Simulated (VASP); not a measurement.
Sn, 2 atoms in the cell. The structure is tetragonal, space group I4_1/amd (No. 141). The conventional cell has a = 4.590 Å, b = 4.590 Å, c = 6.589 Å, α = 90.00°, β = 90.00°, γ = 90.00°. Sn (site symmetry -4m2) has 4 Sn at 2.82 Å within 3.7 Å.  This cell differs from its parent crystal: strain +0.000 along x and y, +0.015 along z.

* Program: VASP 6.6.1
* Task: single point
* Functional: PBE
* Potentials or basis: VASP PAW PBE potentials, release 64 (Sn_d)
* Cutoff: 520 eV
* k mesh: 12 × 12 × 12
* Occupations: gaussian, width 0.15 eV
* Spin: no spin polarisation
* Dipole correction: no
* Further INCAR settings: ALGO = Fast; EDIFF = 1e-06; NBANDS = 21

Potentials or basis: VASP PAW PBE potentials, release 64 (Sn_d).

Launch:

```console
$ cat potpaw_PBE.64/Sn_d/POTCAR > POTCAR
$ mpirun -np 1 vasp_std > vasp.out
```

Hardware: 1 thread of Intel(R) Xeon(R) Platinum 8259CL CPU @ 2.50GHz (Skylake/Cascade Lake), on a shared host.

Q: How long does it take, and how much memory?

A: Wall time 5.7 min on 1 thread of Intel(R) Xeon(R) Platinum 8259CL CPU @ 2.50GHz (Skylake/Cascade Lake), with other jobs on the host, peak memory 0.33 GiB. Counts: scf iterations 13, k points 163.
